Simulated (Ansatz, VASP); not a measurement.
One calculation of Bi, two programs

```xyz
1
Lattice="-1.9814 1.9814 1.9814 1.9814 -1.9814 1.9814 1.9814 1.9814 -1.9814" Properties=species:S:1:pos:R:3 pbc="T T T"
Bi    0.0000    0.0000    0.0000
```

Alike in both runs: task relaxation of cell and atoms; functional BLYP; dispersion D4; k mesh 9 × 9 × 9; occupations fermi-dirac, width 0.05 eV; no spin polarisation.

|  | VASP | Ansatz |
| --- | --- | --- |
| version | VASP 6.6.1 | Ansatz 0.2.0 |
| potentials or method | VASP PAW PBE potentials, release 64 (Bi_d), cutoff 600 eV | all-electron LAPW, scalar-relativistic |

```tsv
	VASP	Ansatz	Ansatz less VASP
relaxed volume (Å³/atom)	31.29	31.20	-0.087
relaxed cell length with the largest relative difference (Å)	3.438	3.435	-0.0032
```

VASP's potentials were made for PBE, not for BLYP. Ansatz ran all-electron here, and VASP with PAW potentials.

Neither program's run includes spin-orbit coupling.
